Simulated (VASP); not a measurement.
Runs of VASP 6.6.1 on BN (kl). The structure is that of space group P6_3/mmc (No. 194), or close to it. The cells are those of the table. 

```tsv
task	cell	k mesh	smearing	gap on the mesh (eV)	pressure (GPa)
relaxation of cell and atoms	relaxed from a = 2.489, b = 2.489, c = 6.532 Å, angles 90.0, 90.0, 120.0°, 4 atoms	12 × 12 × 4	gaussian 0.02 eV	4.03	0.0
single point	a = 2.488, b = 2.488, c = 6.494 Å, angles 90.0, 90.0, 120.0°, 4 atoms	12 × 12 × 4	gaussian 0.02 eV	(a)	0.5
relaxation of cell and atoms	relaxed from a = 2.540, b = 2.540, c = 6.598 Å, angles 90.0, 90.0, 120.0°, 4 atoms	9 × 9 × 4	gaussian 0.1 eV	4.22	-0.8
single point	a = 2.540, b = 2.540, c = 6.598 Å, angles 90.0, 90.0, 120.0°, 4 atoms	9 × 9 × 4	gaussian 0.1 eV	(b)	-13.8
```

Alike in all rows: level LDA; potentials or basis VASP PAW LDA potentials, release 64 (B, N); no spin polarisation; cutoff (eV) 600.

**Question.** Fill in the values left out.

**Answer.** (a) 4.05; (b) 4.12.

A k mesh can miss the band edges.
